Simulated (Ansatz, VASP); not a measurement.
# One calculation of BAs, two programs

INCAR

```
SYSTEM = BAs
PREC = Accurate
ENCUT = 500
EDIFF = 1E-6
ISMEAR = 1
SIGMA = 0.02
LREAL = .False.
LASPH = .True.
NELM = 120
ALGO = Normal
ISIF = 2
LWAVE = .False.
LCHARG = .False.
GGA = PE
NBANDS = 11
GGA_COMPAT = .False.
```

KPOINTS

```
regular mesh
0
Gamma
  10 10 10
  0 0 0
```

File POSCAR:

```
BAs
1.0
    0.0000000000      2.4046537045      2.4046537045
    2.4046537045      0.0000000000      2.4046537045
    2.4046537045      2.4046537045      0.0000000000
B As
1 1
Direct
    0.2500000000      0.2500000000      0.2500000000
    0.0000000000      0.0000000000      0.0000000000
```

Input for Ansatz:

```yaml
crystal:
  lattice:
    - [0.0, 2.4046537045, 2.4046537045]
    - [2.4046537045, 0.0, 2.4046537045]
    - [2.4046537045, 2.4046537045, 0.0]
  atoms:
    - { symbol: B, position: [0.25, 0.25, 0.25] }
    - { symbol: As, position: [0.0, 0.0, 0.0] }
basis:
  ecutwfc: 420
kpoints:
  mp_grid: { grid: [10, 10, 10] }
hamiltonian:
  xc: pbe
scf:
  occupations: { method: cold, width: 0.001 }
  eigensolver: { kind: davidson }
  mixing: { preconditioner: kerker_dos }
output:
  forces: true
  eigenvalues: true
  stress: true
```

Alike in both runs: task single point; functional PBE; k mesh 10 × 10 × 10; no spin polarisation.

```csv
,VASP,Ansatz
version,VASP 6.6.1,Ansatz 0.2.0
potentials or method,"VASP PAW PBE potentials, release 64 (B, As), cutoff 500 eV","scalar-relativistic, plane waves, PAW"
occupations,"methfessel-paxton of order 1, width 0.02 eV","cold, width 0.001 eV"
valence electrons in the cell,8,18
```

Ansatz gave:

| Property | Result |
| --- | --- |
| gap on the k mesh at the Fermi level (eV) | 1.20 |
| pressure (GPa) | 0.0 |

Question: Estimate VASP's values.

Answer: gap on the k mesh at the Fermi level (eV): 1.20; pressure (GPa): 0.6.

VASP's potentials hold 8 valence electrons a cell and Ansatz's 18, so a difference there can come from the potentials and not from the codes.
